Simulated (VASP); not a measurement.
# ZnCu (Pm-3m) in VASP: a series of runs

The runs below take ZnCu through single point, relaxation of cell and atoms, with PBE.

Program: VASP 6.6.1. These are calculated values, not measurements. Logs are shortened: lines on timing, memory, paths and dates and some standing lists are left out, and cuts for length are marked.

## (1) The cell of the first run

It takes space group Pm-3m (No. 221, cubic). The conventional cell has a = 2.963 Å, b = 2.963 Å, c = 2.963 Å, α = 90.00°, β = 90.00°, γ = 90.00°. Within 3.4 Å of Cu (site symmetry m-3m) lie 8 Zn at 2.57 Å and 6 Cu at 2.96 Å. Within 3.4 Å of Zn (site symmetry m-3m) lie 8 Cu at 2.57 Å and 6 Zn at 2.96 Å.

## (2) Single point, PBE

INCAR reads:

```
ALGO = Fast ; EDIFF = 1E-7
ENCUT = 520 ; GGA = PE
ISIF = 2 ; ISMEAR = 0
LASPH = True ; LCHARG = True
LELF = True ; LREAL = False
LVHAR = True ; LWAVE = False
NBANDS = 18 ; NELM = 100
PREC = Accurate ; SIGMA = 0.1
```

KPOINTS reads:

```
k-points
0
Gamma
  14 14 14
```

POSCAR reads:

```
ZnCu
1.0
    2.9633444056      0.0000000000      0.0000000000
    0.0000000000      2.9633444056      0.0000000000
    0.0000000000      0.0000000000      2.9633444056
Cu Zn
1 1
Direct
    0.5000000000      0.5000000000      0.5000000000
    0.0000000000      0.0000000000      0.0000000000
```

Potentials or basis: VASP PAW PBE potentials, release 64 (Cu, Zn).

Started as:

```bash
cat potpaw_PBE.64/Cu/POTCAR potpaw_PBE.64/Zn/POTCAR > POTCAR
mpirun -np 1 vasp_std > vasp.out
```

OUTCAR:

```text
EDIFF = 1E-7
   ENCUT = 520
   GGA = PE
   ISIF = 2
   ISMEAR = 0
   LASPH = True
   LREAL = False
   NELM = 100
   PREC = Accurate

 ion  position               nearest neighbor table
   1  0.500  0.500  0.500-   2 2.57   2 2.57   2 2.57   2 2.57   2 2.57   2 2.57   2 2.57   2 2.57

   2  0.000  0.000  0.000-   1 2.57   1 2.57   1 2.57   1 2.57   1 2.57   1 2.57   1 2.57   1 2.57

  LATTYP: Found a simple cubic cell.
 ALAT       =     2.9633444056

  Lattice vectors:

 A1 = (   2.9633444056,   0.0000000000,   0.0000000000)
 A2 = (   0.0000000000,   2.9633444056,   0.0000000000)
 A3 = (   0.0000000000,   0.0000000000,   2.9633444056)

Analysis of symmetry for initial positions (statically):
=====================================================================
 Subroutine PRICEL returns:
 Original cell was already a primitive cell.

 Routine SETGRP: Setting up the symmetry group for a
 simple cubic supercell.

 Subroutine GETGRP returns: Found 48 space group operations
 (whereof 48 operations were pure point group operations)
 out of a pool of 48 trial point group operations.

The static configuration has the point symmetry O_h .

Analysis of symmetry for dynamics (positions and initial velocities):
=====================================================================
 Subroutine PRICEL returns:
 Original cell was already a primitive cell.

 Routine SETGRP: Setting up the symmetry group for a
 simple cubic supercell.

 Subroutine GETGRP returns: Found 48 space group operations
 (whereof 48 operations were pure point group operations)
 out of a pool of 48 trial point group operations.

The dynamic configuration has the point symmetry O_h .

 Subroutine INISYM returns: Found 48 space group operations
 (whereof 48 operations are pure point group operations),
 and found     1 'primitive' translations

----------------------------------------------------------------------------------------

                                     Primitive cell

  volume of cell :      26.0223

  direct lattice vectors                    reciprocal lattice vectors
     2.963344406  0.000000000  0.000000000     0.337456557  0.000000000  0.000000000
     0.000000000  2.963344406  0.000000000     0.000000000  0.337456557  0.000000000
     0.000000000  0.000000000  2.963344406     0.000000000  0.000000000  0.337456557

[... 75 lines left out ...]
   ISTART =      0    job   : 0-new  1-cont  2-samecut
   ICHARG =      2    charge: 1-file 2-atom 10-const
   ISPIN  =      1    spin polarized calculation?
   LNONCOLLINEAR =      F non collinear calculations
   LSORBIT =      F    spin-orbit coupling
   LASPH  =      T    aspherical Exc in radial PAW
   ENCUT  =  520.0 eV  38.22 Ry    6.18 a.u.   5.51  5.51  5.51*2*pi/ulx,y,z
   NELM   =    100;   NELMIN=  2; NELMDL= -5     # of ELM steps
   EDIFF  = 0.1E-06   stopping-criterion for ELM
   LREAL  =      F    real-space projection
   EDIFFG = 0.1E-05   stopping-criterion for IOM
   NSW    =      0    number of steps for IOM
   IBRION =     -1    ionic relax: 0-MD 1-quasi-New 2-CG
   NFREE  =      0    steps in history (QN), initial steepest desc. (CG)
   ISIF   =      2    stress and relaxation
   ISYM   =      2    0-nonsym 1-usesym 2-fastsym
   POTIM  = 0.5000    time-step for ionic-motion
   TEBEG  =    0.0;   TEEND  =   0.0 temperature during run
   PSTRESS=    0.0 pullay stress
   NELECT =      23.0000    total number of electrons
   NUPDOWN=      -1.0000    fix difference up-down
   EMIN   =  10.00;   EMAX   =-10.00  energy-range for DOS
   EFERMI =   0.00;   METHOD = LEGACY
   ISMEAR =     0;   SIGMA  =   0.10  broadening in eV -4-tet -1-fermi 0-gaus
   EFERMI_NEDOS =   21; number of points for ismear=-14 and -15
   IALGO  =     68    algorithm
   IMIX   =      4    mixing-type and parameters
     AMIX     =   0.40;   BMIX     =  1.00
     AMIX_MAG =   1.60;   BMIX_MAG =  1.00
  volume/ion in A,a.u.               =      13.01        87.80
  Fermi-wavevector in a.u.,A,eV,Ry     =   1.571093  2.968936 33.583726  2.468334
  Thomas-Fermi vector in A             =   2.672729
   LORBIT       =      0    0 simple, 1 ext, 2 COOP (PROOUT), +10 PAW based schemes
   GGA     = PE    functional components
   LHFCALC =     F    Hartree Fock is set to
   AEXX    =    0.0000 exact exchange contribution
   IVDW    =     0    specifies the selected vdW correction
   LEPSILON=     F    determine dielectric tensor
   LRPA    =     F    only Hartree local field effects (RPA)
 non-spin polarized calculation
 RMM-DIIS sequential band-by-band and
 Gauss-broadening in eV      SIGMA  =   0.10
  energy-cutoff  :      520.00
  volume of cell :       26.02
 maximum number of plane-waves:       739
 NGX is ok and might be reduce to    24
   NGX = 11   NGY = 11   NGZ = 11

 number of electron      23.0000019 magnetization

 Free energy of the ion-electron system (eV)
  ---------------------------------------------------
  ext. energy  EPLUGINS =         0.00000000
  ---------------------------------------------------
  free energy    TOTEN  =        -5.01731571 eV

  energy without entropy =       -5.01569397  energy(sigma->0) =       -5.01650484

 E-fermi :   5.3781     XC(G=0): -12.2980

 val. band max:        5.2983064819   @ k =   0.5000   0.5000   0.2143
 cond. band min:       5.3917225897   @ k =   0.4286   0.3571   0.2143
 fundamental gap:      0.0934161078
 Fermi energy:         5.3780572676

 k-point     1 :       0.0000    0.0000    0.0000
  band No.  band energies     occupation
      1      -4.8296      2.00000
      2      -2.4241      2.00000
      3      -2.4241      2.00000
      4      -1.7591      2.00000
      5      -1.7591      2.00000
      6      -1.7591      2.00000
[... 481 lines left out ...]
      5      -1.8087      2.00000
      6      -1.2502      2.00000
[... 10 lines left out ...]
     17      20.9676      0.00000
     18      21.9254      0.00000

 [... further k-points ...]
[... 5 lines left out ...]
  --------------------------------------------------------------------------------------
  -------------------------------------------------------------------------------------
  Total        0.0885990      0.0885990      0.0885990      0.0000000     -0.0000000      0.0000000
  in kB        5.4549792      5.4549792      5.4549792      0.0000000     -0.0000000      0.0000000
  external PRESSURE =       5.4549792 kB  Pullay stress =       0.0000000 kB

 VOLUME and BASIS-vectors are now :
 -----------------------------------------------------------------------------
  energy-cutoff  :      520.00
  volume of cell :       26.02
      direct lattice vectors                 reciprocal lattice vectors
     2.963344406  0.000000000  0.000000000     0.337456557  0.000000000  0.000000000
     0.000000000  2.963344406  0.000000000     0.000000000  0.337456557  0.000000000
     0.000000000  0.000000000  2.963344406     0.000000000  0.000000000  0.337456557

 POSITION                                       TOTAL-FORCE (eV/Angst)
 -----------------------------------------------------------------------------------
      1.48167      1.48167      1.48167         0.000000      0.000000      0.000000
      0.00000      0.00000      0.00000         0.000000      0.000000      0.000000
 -----------------------------------------------------------------------------------
    total drift:                                0.000000      0.000000     -0.000000

  FREE ENERGIE OF THE ION-ELECTRON SYSTEM (eV)
  ---------------------------------------------------
  free  energy   TOTEN  =        -5.0173157092 eV

  energy  without entropy=       -5.0156939723  energy(sigma->0) =       -5.01650484
```

OSZICAR:

```text
N       E                     dE             d eps       ncg     rms          rms(c)
DAV:   1     0.116132767975E+03    0.11613E+03   -0.11440E+04  4600   0.214E+03
DAV:   2    -0.117642009691E+01   -0.11731E+03   -0.11241E+03  4332   0.301E+02
DAV:   3    -0.604297005333E+01   -0.48665E+01   -0.48330E+01  4882   0.758E+01
DAV:   4    -0.607931080873E+01   -0.36341E-01   -0.36328E-01  4956   0.610E+00
DAV:   5    -0.607976997375E+01   -0.45917E-03   -0.45915E-03  4894   0.709E-01    0.936E+00
RMM:   6    -0.594731825466E+01    0.13245E+00   -0.86474E+00  4977   0.461E+01    0.658E+00
RMM:   7    -0.502573623072E+01    0.92158E+00   -0.21915E+00  4873   0.229E+01    0.236E+00
RMM:   8    -0.502212717680E+01    0.36091E-02   -0.24158E-02  5041   0.246E+00    0.105E+00
RMM:   9    -0.501807535994E+01    0.40518E-02   -0.10299E-02  5001   0.162E+00    0.250E-01
RMM:  10    -0.501722052333E+01    0.85484E-03   -0.53147E-03  5162   0.938E-01    0.762E-02
RMM:  11    -0.501728483238E+01   -0.64309E-04   -0.95750E-04  5590   0.390E-01    0.243E-02
RMM:  12    -0.501732459329E+01   -0.39761E-04   -0.31835E-04  5364   0.194E-01    0.420E-02
RMM:  13    -0.501731521133E+01    0.93820E-05   -0.16606E-04  5415   0.194E-01    0.205E-02
RMM:  14    -0.501731404570E+01    0.11656E-05   -0.51292E-05  5726   0.661E-02    0.480E-03
RMM:  15    -0.501731554656E+01   -0.15009E-05   -0.16837E-05  5235   0.339E-02    0.129E-03
RMM:  16    -0.501731580789E+01   -0.26133E-06   -0.15254E-06  4668   0.116E-02    0.318E-03
RMM:  17    -0.501731569230E+01    0.11560E-06   -0.80431E-07  4553   0.126E-02    0.468E-04
RMM:  18    -0.501731570923E+01   -0.16931E-07   -0.28078E-07  4011   0.410E-03
   1 F= -.50173157E+01 E0= -.50165048E+01  d E =-.162174E-02
```

Wall time 85 s (1 thread of Intel Xeon 8259CL, shared host); peak memory 0.18 GiB.

Results:

| Property | Result |
| --- | --- |
| Free energy | -5.0173 eV |
| Pressure | 0.5 GPa |

## (3) Relaxation of cell and atoms, PBE

This run uses another cell than the first one, of 13.04 Å³/atom, 1.002 times its volume.

INCAR reads:

```
SYSTEM = ZnCu
PREC = Accurate
ENCUT = 600
EDIFF = 1E-6
ISMEAR = 0
SIGMA = 0.1
LREAL = .False.
LASPH = .True.
NELM = 80
ALGO = Normal
ISIF = 3
LWAVE = .False.
LCHARG = .False.
GGA = PE
IBRION = 2
NSW = 100
EDIFFG = -0.005
```

KPOINTS reads:

```
regular mesh
0
Gamma
  14 14 14
  0 0 0
```

POSCAR reads:

```
ZnCu
1.0
    2.9654074270      0.0000000000      0.0000000000
    0.0000000000      2.9654074270      0.0000000000
    0.0000000000      0.0000000000      2.9654074270
Cu Zn
1 1
Direct
    0.5000000000      0.5000000000      0.5000000000
    0.0000000000      0.0000000000      0.0000000000
```

Potentials or basis: VASP PAW PBE potentials, release 64 (Cu, Zn).

Started as:

```bash
cat potpaw_PBE.64/Cu/POTCAR potpaw_PBE.64/Zn/POTCAR > POTCAR
mpirun -np 1 vasp_std > vasp.out
```

Wall time 1.7 min (1 thread of Intel Xeon 8259CL, shared host); peak memory 0.19 GiB.

Results (log left out):

- Free energy: -5.0173 eV
- Relaxed volume: 13.06 Å³/atom
- Relaxed cell: a = 2.967 Å, b = 2.967 Å, c = 2.967 Å, α = 90.00°, β = 90.00°, γ = 90.00°
- Space group after relaxing (to 0.05 Å): Pm-3m (No. 221)
- Energy gained by relaxing: 0.0 meV/atom
- Ionic steps: 3
- Pressure after relaxing: 0.0 GPa

Final structure:
```
Cu Zn
1.0
     2.96741    0.00000    0.00000
     0.00000    2.96741    0.00000
     0.00000    0.00000    2.96741
Cu Zn
1 1
Direct
  0.50000 0.50000 0.50000
  0.00000 0.00000 0.00000
```

Levels at points of the mesh, in eV from the Fermi level:
```csv
k point,band 9,band 10,band 11,band 12,band 13,band 14,band 15
"(0.00, 0.00, 0.00)",-2.71,-2.71,-2.71,6.14,6.14,6.14,11.10
"(0.50, 0.00, 0.00)",-3.23,-3.23,-2.78,-2.00,11.50,11.50,12.14
"(0.50, 0.50, 0.00)",-2.86,-2.48,-1.83,-1.83,1.64,2.00,13.68
"(0.50, 0.50, 0.50)",-2.46,-2.46,3.68,4.28,4.28,4.28,4.43
```
